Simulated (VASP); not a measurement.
# Si8O17 (a cell with a defect): single point with PBE

Si8O17 (a cell with a defect):

```
Si O
1.0
    -4.17730   -4.17730    0.00000
     4.17730   -4.17730    0.00000
     0.00000    0.00000    5.33100
Si O
8 17
Direct
  0.51564 0.49496 0.99796
  0.01241 0.49703 0.24477
  0.51381 0.49612 0.49639
  0.02223 0.46733 0.73972
  0.00368 0.01044 0.01849
  0.50576 0.00218 0.25212
  0.01274 0.99008 0.49482
  0.50879 0.99957 0.75134
  0.20700 0.48763 0.99713
  0.00862 0.19111 0.25780
  0.82097 0.47124 0.99656
  0.01058 0.80052 0.25143
  0.21383 0.46849 0.48362
  0.01621 0.17740 0.74724
  0.82019 0.49194 0.49980
  0.89411 0.81660 0.83240
  0.68846 0.02360 0.01258
  0.51514 0.69294 0.24648
  0.30561 0.99523 0.99952
  0.51373 0.30555 0.24899
  0.70635 0.99731 0.49964
  0.50791 0.69127 0.74868
  0.31983 0.00582 0.49545
  0.51018 0.30323 0.74685
  0.08698 0.75720 0.68590
```

* Program: VASP 6.6.1
* Task: single point
* Functional: PBE
* Potentials or basis: VASP PAW PBE potentials, release 64 (Si, O)
* Cutoff: 520 eV
* k mesh: 2 × 2 × 2
* Occupations: gaussian, width 0.05 eV
* Spin: collinear spin, zero start
* Starting moments: [0.0, 0.0, 0.0, 0.0, 0.0, 0.0, 0.0, 0.0, 0.0, 0.0, 0.0, 0.0, 0.0, 0.0, 0.0, 0.0, 0.0, 0.0, 0.0, 0.0, 0.0, 0.0, 0.0, 0.0, 0.0] μB
* Dipole correction: no
* Further INCAR settings: LREAL = Auto; ALGO = Normal; EDIFF = 1e-06; NBANDS = 89

```yaml
Pressure: 26.9 GPa
Largest_force: 0.328 eV/Å
Band_gap_on_the_k_mesh: 5.26 eV
Net_moment: 0.00 μB per cell
Valence_electrons_inside_the_program's_atomic_spheres: Si 1.47, 1.48, 1.49, 1.57, 1.51, 1.45; O 5.24, 5.30, 5.28, 5.27, 5.29, 5.16, 5.23, 5.26
```

Forces on the atoms (eV/Å):
```
Si   0.000 -0.005 -0.012
Si  -0.001 -0.005 -0.004
Si   0.001 -0.001  0.015
Si   0.008 -0.014  0.012
Si   0.010 -0.025 -0.008
Si   0.009  0.001  0.007
Si  -0.003 -0.011  0.031
Si  -0.011  0.006  0.001
O   -0.009 -0.009  0.002
O    0.027 -0.027  0.011
O    0.005 -0.001 -0.007
O   -0.025  0.025 -0.010
O   -0.002 -0.018 -0.005
O    0.002  0.003  0.010
O    0.012  0.016 -0.011
O    0.235  0.177  0.145
O   -0.018 -0.026 -0.013
O    0.019 -0.016 -0.003
O    0.007  0.010  0.012
O   -0.015  0.014 -0.003
O   -0.008 -0.005 -0.008
O    0.011 -0.008  0.001
O    0.004  0.012  0.001
O   -0.014  0.014 -0.001
O   -0.243 -0.107 -0.164
```

Stress tensor (GPa, compression positive):
```
27.29 -4.57  6.85
-4.57 21.08  1.07
 6.85  1.07 32.21
```

Levels at points of the mesh, in eV from the valence-band top:
Spin up:
```tsv
k point	band 63	band 64	band 65	band 66	band 67	band 68	band 69	band 70	band 71	band 72
(0.00, 0.00, 0.00)	-1.44	-0.96	-0.78	-0.56	-0.13	5.29	5.70	6.78	6.89	7.44
(0.50, 0.00, 0.00)	-1.43	-1.08	-0.88	-0.47	-0.36	5.28	6.59	6.80	7.67	7.74
(0.00, 0.50, 0.00)	-1.43	-1.15	-1.13	-0.84	-0.09	5.42	6.80	6.89	7.56	7.72
(0.50, 0.50, 0.00)	-1.29	-1.22	-0.92	-0.51	-0.49	5.36	7.47	7.63	7.79	7.94
(0.00, 0.00, 0.50)	-1.38	-1.01	-0.75	-0.51	-0.08	5.32	7.16	7.63	7.72	8.21
(0.50, 0.00, 0.50)	-1.01	-0.97	-0.93	-0.49	-0.06	5.26	7.47	7.70	7.87	8.24
(0.00, 0.50, 0.50)	-1.13	-0.88	-0.78	-0.69	-0.10	5.37	7.46	7.86	7.97	8.25
(0.50, 0.50, 0.50)	-1.43	-1.36	-1.01	-0.28	0.00	5.30	8.29	8.72	8.80	8.96
```
Spin down:
```csv
k point,band 64,band 65,band 66,band 67,band 68,band 69,band 70,band 71
"(0.00, 0.00, 0.00)",-0.96,-0.78,-0.56,-0.13,5.29,5.70,6.78,6.89
"(0.50, 0.00, 0.00)",-1.08,-0.88,-0.47,-0.36,5.28,6.59,6.80,7.67
"(0.00, 0.50, 0.00)",-1.15,-1.13,-0.84,-0.09,5.42,6.80,6.89,7.56
"(0.50, 0.50, 0.00)",-1.22,-0.92,-0.51,-0.49,5.36,7.47,7.63,7.79
"(0.00, 0.00, 0.50)",-1.01,-0.75,-0.51,-0.08,5.32,7.16,7.63,7.72
"(0.50, 0.00, 0.50)",-0.97,-0.93,-0.49,-0.06,5.26,7.47,7.70,7.87
"(0.00, 0.50, 0.50)",-0.88,-0.78,-0.69,-0.10,5.37,7.46,7.86,7.97
"(0.50, 0.50, 0.50)",-1.36,-1.01,-0.28,0.00,5.30,8.29,8.72,8.80
```

Wall time 4.5 min on 1 thread of Intel(R) Xeon(R) Platinum 8488C (Sapphire Rapids), on a shared host, peak memory 0.43 GiB.

Caveat: the k points lie up to 0.59 Å⁻¹ apart.
